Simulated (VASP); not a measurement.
# Si16O (a cell with a defect) in VASP: further runs

Si16O (a cell with a defect) is run at these levels: PBE; tasks: single point.

Program: VASP 6.6.1. These are calculated values, not measurements. Logs are shortened: lines on timing, memory, paths and dates and some standing lists are left out, and cuts for length are marked.

### 1 The cell of the first run

The cell holds a defect, 17 atoms: a = 7.679 Å, b = 7.679 Å, c = 7.679 Å, α = 60.00°, β = 60.00°, γ = 60.00°.

### 2 Single point, PBE, collinear spin, zero start

INCAR

```
  ALGO = Normal
  EDIFF = 1E-6
  ENCUT = 520
  GGA = PE
  ISIF = 2
  ISMEAR = 0
  ISPIN = 2
  LASPH = T
  LCHARG = F
  LORBIT = 11
  LREAL = Auto
  LWAVE = F
  MAGMOM = 0 0 0 0 0 0 0 0 0 0 0 0 0 0 0 0 0
  NBANDS = 53
  NELM = 150
  PREC = Accurate
  SIGMA = 0.05
```

KPOINTS

```
k-points
0
Gamma
  2 2 2
```

POSCAR

```
Si16O
1.0
    0.0000000000      5.4300000000      5.4300000000
    5.4300000000      0.0000000000      5.4300000000
    5.4300000000      5.4300000000      0.0000000000
Si O
16 1
Direct
   -0.0303762431      0.0286073665      0.0318316759
    0.1374119705      0.1537755064      0.1078110497
   -0.0090488029     -0.0121732965      0.4820736648
    0.1056105893      0.0872356354      0.6523288214
   -0.0092486188      0.5224918969     -0.0032745856
    0.1125198895      0.6128480663      0.1586095764
   -0.0045343462      0.4630190608      0.5286348987
    0.1226731123      0.6150942910      0.6261648250
    0.5069674954     -0.0026772560     -0.0069993554
    0.6020176796      0.1362106814      0.1295355433
    0.4801908840     -0.0027382136      0.5072023020
    0.6171277164      0.1220404236      0.6208997238
    0.4860977901      0.5081167587     -0.0008548803
    0.6174848987      0.6221478821      0.1280618785
    0.4961409761      0.4954962247      0.5029938306
    0.6212095764      0.6222112339      0.6250513812
    0.9638051565      0.8431627993      0.2785825046
```

Potentials or basis: VASP PAW PBE potentials, release 64 (Si, O).

Command:

```bash
> cat potpaw_PBE.64/Si/POTCAR potpaw_PBE.64/O/POTCAR > POTCAR
> mpirun -np 1 vasp_std > vasp.out
```

OUTCAR:

```text
EDIFF = 1E-6
   ENCUT = 520
   GGA = PE
   ISIF = 2
   ISMEAR = 0
   ISPIN = 2
   LASPH = T
   LORBIT = 11
   LREAL = Auto
   NELM = 150
   PREC = Accurate

 ion  position               nearest neighbor table
   1  0.970  0.029  0.032-  17 1.70  10 2.32   2 2.34   4 2.43   6 2.61
   2  0.137  0.154  0.108-   5 2.32   9 2.33   1 2.34   3 2.38
   3  0.991  0.988  0.482-   8 2.34  12 2.35   2 2.38   4 2.43  17 2.45
   4  0.106  0.087  0.652-   7 2.36  11 2.36   3 2.43   1 2.43
   5  0.991  0.522  0.997-   2 2.32   8 2.33  14 2.35   6 2.36
   6  0.113  0.613  0.159-  17 1.96   7 2.33  13 2.35   5 2.36   1 2.61
   7  0.995  0.463  0.529-   6 2.33  16 2.36   4 2.36   8 2.37  17 2.53
   8  0.123  0.615  0.626-   5 2.33  15 2.34   3 2.34   7 2.37
   9  0.507  0.997  0.993-   2 2.33  10 2.33  12 2.34  14 2.35
  10  0.602  0.136  0.130-   1 2.32   9 2.33  13 2.33  11 2.37
  11  0.480  0.997  0.507-  16 2.35  12 2.36   4 2.36  10 2.37
  12  0.617  0.122  0.621-   9 2.34  15 2.34   3 2.35  11 2.36
  13  0.486  0.508  0.999-  10 2.33  16 2.35  14 2.35   6 2.35
  14  0.617  0.622  0.128-   5 2.35  13 2.35  15 2.35   9 2.35
  15  0.496  0.495  0.503-   8 2.34  12 2.34  16 2.34  14 2.35
  16  0.621  0.622  0.625-  15 2.34  13 2.35  11 2.35   7 2.36
  17  0.964  0.843  0.279-   1 1.70   6 1.96   3 2.45   7 2.53

  LATTYP: Found a face centered cubic cell.
 ALAT       =    10.8600000000

  Lattice vectors:

 A1 = (   0.0000000000,   5.4300000000,   5.4300000000)
 A2 = (   5.4300000000,   0.0000000000,   5.4300000000)
 A3 = (   5.4300000000,   5.4300000000,   0.0000000000)

Analysis of symmetry for initial positions (statically):
=====================================================================
 Subroutine PRICEL returns:
 Original cell was already a primitive cell.

 Routine SETGRP: Setting up the symmetry group for a
 face centered cubic supercell.

 Subroutine GETGRP returns: Found  1 space group operations
 (whereof  1 operations were pure point group operations)
 out of a pool of 48 trial point group operations.

The static configuration has the point symmetry C_1 .

Analysis of symmetry for dynamics (positions and initial velocities):
=====================================================================
 Subroutine PRICEL returns:
 Original cell was already a primitive cell.

 Routine SETGRP: Setting up the symmetry group for a
 face centered cubic supercell.

 Subroutine GETGRP returns: Found  1 space group operations
 (whereof  1 operations were pure point group operations)
 out of a pool of 48 trial point group operations.

The dynamic configuration has the point symmetry C_1 .

Analysis of structural, dynamic, and magnetic symmetry:
=====================================================================
 Subroutine PRICEL returns:
 Original cell was already a primitive cell.

 Routine SETGRP: Setting up the symmetry group for a
 face centered cubic supercell.

 Subroutine GETGRP returns: Found  1 space group operations
 (whereof  1 operations were pure point group operations)
 out of a pool of 48 trial point group operations.

The overall configuration has the point symmetry C_1 .

 Subroutine INISYM returns: Found  1 space group operations
 (whereof  1 operations are pure point group operations),
 and found     1 'primitive' translations

----------------------------------------------------------------------------------------

                                     Primitive cell

  volume of cell :     320.2060

  direct lattice vectors                    reciprocal lattice vectors
     0.000000000  5.430000000  5.430000000    -0.092081031  0.092081031  0.092081031
     5.430000000  0.000000000  5.430000000     0.092081031 -0.092081031  0.092081031
     5.430000000  5.430000000  0.000000000     0.092081031  0.092081031 -0.092081031

  length of vectors
     7.679179644  7.679179644  7.679179644     0.159489025  0.159489025  0.159489025

  position of ions in fractional coordinates (direct lattice)
     0.969623757  0.028607366  0.031831676
     0.137411970  0.153775506  0.107811050
     0.990951197  0.987826703  0.482073665
     0.105610589  0.087235635  0.652328821
     0.990751381  0.522491897  0.996725414
     0.112519889  0.612848066  0.158609576
[... 9 lines left out ...]
     0.621209576  0.622211234  0.625051381
     0.963805157  0.843162799  0.278582505

  ion indices of the primitive-cell ions
   primitive index   ion index
                 1           1
                 2           2
                 3           3
                 4           4
[... 56 lines left out ...]
   NGX,Y,Z   is equivalent  to a cutoff of  12.99, 12.99, 12.99 a.u.
   NGXF,Y,Z  is equivalent  to a cutoff of  25.98, 25.98, 25.98 a.u.
 SYSTEM =  unknown system
   PREC   = accura    normal or accurate (medium, high low for compatibility)
   ISTART =      0    job   : 0-new  1-cont  2-samecut
   ICHARG =      2    charge: 1-file 2-atom 10-const
   ISPIN  =      2    spin polarized calculation?
   LNONCOLLINEAR =      F non collinear calculations
   LSORBIT =      F    spin-orbit coupling
   LASPH  =      T    aspherical Exc in radial PAW
   ENCUT  =  520.0 eV  38.22 Ry    6.18 a.u.  14.28 14.28 14.28*2*pi/ulx,y,z
   NELM   =    150;   NELMIN=  2; NELMDL= -5     # of ELM steps
   EDIFF  = 0.1E-05   stopping-criterion for ELM
   LREAL  =      T    real-space projection
   EDIFFG = 0.1E-04   stopping-criterion for IOM
   NSW    =      0    number of steps for IOM
[... 5 lines left out ...]
   TEBEG  =    0.0;   TEEND  =   0.0 temperature during run
   PSTRESS=    0.0 pullay stress
   NELECT =      70.0000    total number of electrons
   NUPDOWN=      -1.0000    fix difference up-down
   EMIN   =  10.00;   EMAX   =-10.00  energy-range for DOS
   EFERMI =   0.00;   METHOD = LEGACY
   ISMEAR =     0;   SIGMA  =   0.05  broadening in eV -4-tet -1-fermi 0-gaus
   EFERMI_NEDOS =   21; number of points for ismear=-14 and -15
   IALGO  =     38    algorithm
   IMIX   =      4    mixing-type and parameters
     AMIX     =   0.40;   BMIX     =  1.00
     AMIX_MAG =   1.60;   BMIX_MAG =  1.00
  volume/ion in A,a.u.               =      18.84       127.11
  Fermi-wavevector in a.u.,A,eV,Ry     =   0.986199  1.863645 13.232857  0.972588
  Thomas-Fermi vector in A             =   2.117562
   LORBIT       =     11    0 simple, 1 ext, 2 COOP (PROOUT), +10 PAW based schemes
   GGA     = PE    functional components
   LHFCALC =     F    Hartree Fock is set to
   AEXX    =    0.0000 exact exchange contribution
   IVDW    =     0    specifies the selected vdW correction
   LEPSILON=     F    determine dielectric tensor
   LRPA    =     F    only Hartree local field effects (RPA)
 spin polarized calculation
 Gauss-broadening in eV      SIGMA  =   0.05
  energy-cutoff  :      520.00
  volume of cell :      320.21
 maximum number of plane-waves:      8646
 NGX is ok and might be reduce to    60
   NGX = 29   NGY = 29   NGZ = 29

 number of electron      70.0000001 magnetization       0.0000000

 number of electron      70.0000001 magnetization      -0.0000000

 Free energy of the ion-electron system (eV)
  ---------------------------------------------------
  ext. energy  EPLUGINS =         0.00000000
  ---------------------------------------------------
  free energy    TOTEN  =       -91.21549176 eV

  energy without entropy =      -91.21549176  energy(sigma->0) =      -91.21549176

 E-fermi :   6.3153     XC(G=0):  -9.5508

 val. band max:        6.0142973347   @ k =   0.0000   0.0000   0.0000
 cond. band min:       6.5672773673   @ k =   0.0000   0.0000   0.0000
 fundamental gap:      0.5529800327
 Fermi energy:         6.3152704440

 spin component 1

 k-point     1 :       0.0000    0.0000    0.0000
  band No.  band energies     occupation
      1     -14.1033      1.00000
      2      -5.7433      1.00000
      3      -4.0744      1.00000
      4      -3.7788      1.00000
      5      -3.6575      1.00000
      6      -3.3367      1.00000
[... 389 lines left out ...]
     46      10.2030      0.00000
     47      10.3796      0.00000
 Fermi energy:         6.3152704440

 spin component 2

 k-point     1 :       0.0000    0.0000    0.0000
  band No.  band energies     occupation
      1     -14.1033      1.00000
      2      -5.7433      1.00000
      3      -4.0744      1.00000
      4      -3.7788      1.00000
      5      -3.6575      1.00000
      6      -3.3367      1.00000
[... 389 lines left out ...]
     46      10.2029      0.00000
     47      10.3796      0.00000
 [bands above 47 left out]

------------------------ aborting loop because EDIFF is reached ----------------------------------------

  FORCE on cell =-STRESS in cart. coord.  units (eV):
  Direction    XX          YY          ZZ          XY          YZ          ZX
  --------------------------------------------------------------------------------------
  -------------------------------------------------------------------------------------
  Total        1.7228960      8.6604102      8.9322513     -2.9947881     -1.1429106      1.9565993
  in kB        8.6206527     43.3330803     44.6932597    -14.9846706     -5.7186480      9.7900067
  external PRESSURE =      32.2156642 kB  Pullay stress =       0.0000000 kB

 VOLUME and BASIS-vectors are now :
 -----------------------------------------------------------------------------
  energy-cutoff  :      520.00
  volume of cell :      320.21
      direct lattice vectors                 reciprocal lattice vectors
     0.000000000  5.430000000  5.430000000    -0.092081031  0.092081031  0.092081031
     5.430000000  0.000000000  5.430000000     0.092081031 -0.092081031  0.092081031
     5.430000000  5.430000000  0.000000000     0.092081031  0.092081031 -0.092081031

 POSITION                                       TOTAL-FORCE (eV/Angst)
 -----------------------------------------------------------------------------------
      0.32818      5.43790      5.42040         0.454819     -1.046245      0.923951
      1.42041      1.33156      1.58115         0.368412     -0.022342     -0.111497
      7.98156      7.99853     10.74476         0.479645      0.522877      0.367902
      4.01584      4.11561      1.04716        -0.167170      0.288711     -0.328473
      8.24935     10.79200      8.21691         0.377816     -0.005633      0.207557
      4.18901      1.47223      3.93875         0.735137      0.468745     -0.289569
[... 9 lines left out ...]
      6.77264      6.76720      6.75177         0.028886      0.004564     -0.056024
      6.09108      6.74616      9.81184        -3.007020     -0.037548     -0.333691
 -----------------------------------------------------------------------------------
    total drift:                               -0.000535     -0.001398      0.001222

  FREE ENERGIE OF THE ION-ELECTRON SYSTEM (eV)
  ---------------------------------------------------
  free  energy   TOTEN  =       -91.2154917631 eV

  energy  without entropy=      -91.2154917631  energy(sigma->0) =      -91.21549176

 total charge

# of ion       s       p       d       tot
------------------------------------------
    1        0.741   0.918   0.000   1.659
    2        0.757   0.952   0.000   1.708
    3        0.748   0.909   0.000   1.657
    4        0.759   0.910   0.000   1.669
    5        0.748   0.955   0.000   1.703
    6        0.751   0.861   0.000   1.613
[... 9 lines left out ...]
   16        0.743   0.952   0.000   1.695
   17        1.598   3.433   0.000   5.031
--------------------------------------------------
tot         13.543  18.477   0.000  32.020

 magnetization (x)

# of ion       s       p       d       tot
------------------------------------------
    1       -0.000  -0.000   0.000  -0.000
    2        0.000   0.000   0.000   0.000
    3       -0.000  -0.000   0.000  -0.000
    4       -0.000   0.000   0.000   0.000
    5       -0.000  -0.000   0.000  -0.000
    6       -0.000   0.000   0.000   0.000
[... 9 lines left out ...]
   16        0.000  -0.000   0.000   0.000
   17        0.000   0.000   0.000   0.000
--------------------------------------------------
tot         -0.000   0.000   0.000   0.000
```

It took 6.1 min on 1 thread of Intel Xeon 6975P-C (Granite Rapids), shared host; peak memory 0.7 GiB.

What came out:

```
Free energy                                           : -91.2155 eV
Pressure                                              : 3.2 GPa
Largest force                                         : 3.026 eV/Å
Band gap on the k mesh                                : 0.55 eV
Net moment                                            : 0.00 μB per cell
Valence electrons inside the program's atomic spheres : Si 1.66, 1.71, 1.67, 1.70, 1.61, 1.69 (each value once); O 5.03
```

Forces on the atoms (eV/Å):
```
Si   0.455 -1.046  0.924
Si   0.368 -0.022 -0.111
Si   0.480  0.523  0.368
Si  -0.167  0.289 -0.328
Si   0.378 -0.006  0.208
Si   0.735  0.469 -0.290
Si   0.119  0.470 -0.478
Si   0.067 -0.082  0.013
Si   0.045 -0.099 -0.016
Si   0.299 -0.227  0.026
Si  -0.018  0.005 -0.009
Si  -0.217 -0.038  0.053
Si   0.335 -0.183  0.026
Si   0.098 -0.011  0.045
Si   0.002 -0.008 -0.040
Si   0.029  0.005 -0.056
O   -3.007 -0.038 -0.334
```

Stress tensor (GPa, compression positive):
```
 0.86 -1.50  0.98
-1.50  4.33 -0.57
 0.98 -0.57  4.47
```

Caveat: the k points lie up to 0.50 Å⁻¹ apart.

(Part 1 of 2 ends here.)
